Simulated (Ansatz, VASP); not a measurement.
# GaP: VASP beside Ansatz

File INCAR:

```
  PREC = Accurate
  ENCUT = 520
  EDIFF = 1E-6
  ISMEAR = 0
  SIGMA = 0.024
  LREAL = F
  LASPH = T
  NELM = 80
  ALGO = Normal
  ISIF = 2
  LWAVE = F
  LCHARG = F
  GGA = PE
  NBANDS = 16
```

Contents of KPOINTS:

```
regular mesh
0
Gamma
  8 8 8
```

The input POSCAR:

```
GaP
1.0
    0.0000000000      2.7252500000      2.7252500000
    2.7252500000      0.0000000000      2.7252500000
    2.7252500000      2.7252500000      0.0000000000
Ga P
1 1
Direct
    0.0000000000      0.0000000000      0.0000000000
    0.7500000000      0.7500000000      0.7500000000
```

The input input.yaml:

```yaml
crystal:
  lattice:
    - [0.0, 2.72525, 2.72525]
    - [2.72525, 0.0, 2.72525]
    - [2.72525, 2.72525, 0.0]
  atoms:
    - { symbol: Ga, position: [0.0, 0.0, 0.0] }
    - { symbol: P, position: [0.75, 0.75, 0.75] }
kpoints:
  mp_grid: { grid: [8, 8, 8] }
scf:
  occupations: { method: gaussian, width: 0.024 }
hamiltonian:
  xc: pbe
  pseudopotentials: { kind: all_electron, lapw: { basis_error: 0.001 } }
output:
  forces: true
  stress: true
  eigenvalues: true
```

Alike in both runs: task single point; functional PBE; k mesh 8 × 8 × 8; occupations gaussian, width 0.024 eV; no spin polarisation.

```csv
,VASP,Ansatz
version,VASP 6.6.1,Ansatz 0.2.0
potentials or method,"VASP PAW PBE potentials, release 64 (Ga_d, P), cutoff 520 eV","all-electron LAPW, scalar-relativistic"
```

Ansatz gave:

| Quantity | Value |
| --- | --- |
| gap on the k mesh at the Fermi level (eV) | 1.64 |
| least direct gap on the mesh (eV) | 1.83 |
| pressure (GPa) | 2.5 |

Q: Which values does VASP return?

A: gap on the k mesh at the Fermi level (eV): 1.64; least direct gap on the mesh (eV): 1.83; pressure (GPa): 2.4.

Ansatz ran all-electron here, and VASP with PAW potentials.
